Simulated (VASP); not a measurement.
Set up this calculation in VASP 6.6.1, as the native input.

| Property | Result |
| --- | --- |
| Task | single point |
| Functional | PBE |
| Potentials or basis | VASP PAW PBE potentials, release 64 (Cu, O) |
| Cutoff | 520 eV |
| k mesh | 6 × 6 × 6 |
| Occupations | gaussian, width 0.1 eV |
| Spin | collinear spin, ferromagnetic start |
| Starting moments | [1.0, 1.0, 1.0, 0.0] μB |
| Dipole correction | no |
| Further INCAR settings | ALGO = Normal; EDIFF = 1e-07; NBANDS = 32 |

The structure of Cu3O lies in POSCAR:

```
Cu3O
1.0
    0.0000000000      2.8394418700      2.8394418700
    2.8394418700      0.0000000000      2.8394418700
    2.8394418700      2.8394418700      0.0000000000
Cu O
3 1
Direct
    0.2500000000      0.2500000000      0.2500000000
    0.7500000000      0.7500000000      0.7500000000
    0.5000000000      0.5000000000      0.5000000000
    0.0000000000      0.0000000000      0.0000000000
```

The input as run:

INCAR

```
PREC = Accurate
ENCUT = 520
EDIFF = 1E-7
ISMEAR = 0
SIGMA = 0.1
LREAL = False
LASPH = True
NELM = 150
ALGO = Normal
ISIF = 2
LWAVE = False
LCHARG = False
ISPIN = 2
MAGMOM = 1 1 1 0
LORBIT = 11
LMAXMIX = 4
GGA = PE
NBANDS = 32
```

KPOINTS

```
Automatic mesh
0
Gamma
  6 6 6
```

Potentials or basis: VASP PAW PBE potentials, release 64 (Cu, O).

The run is started by

```sh
$ cat potpaw_PBE.64/Cu/POTCAR potpaw_PBE.64/O/POTCAR > POTCAR
$ mpirun -np 1 vasp_std > vasp.out
```

Results of the run:

```json
{
 "Pressure": "-2.9 GPa",
 "Net moment": "0.00 μB per cell",
 "Valence electrons inside the program's atomic spheres": "Cu 9.86, 9.99; O 4.77"
}
```

It took 33 s on 1 thread of AMD EPYC 9R45 96-Core Processor (Zen 5), on a shared host, peak memory 0.16 GiB.
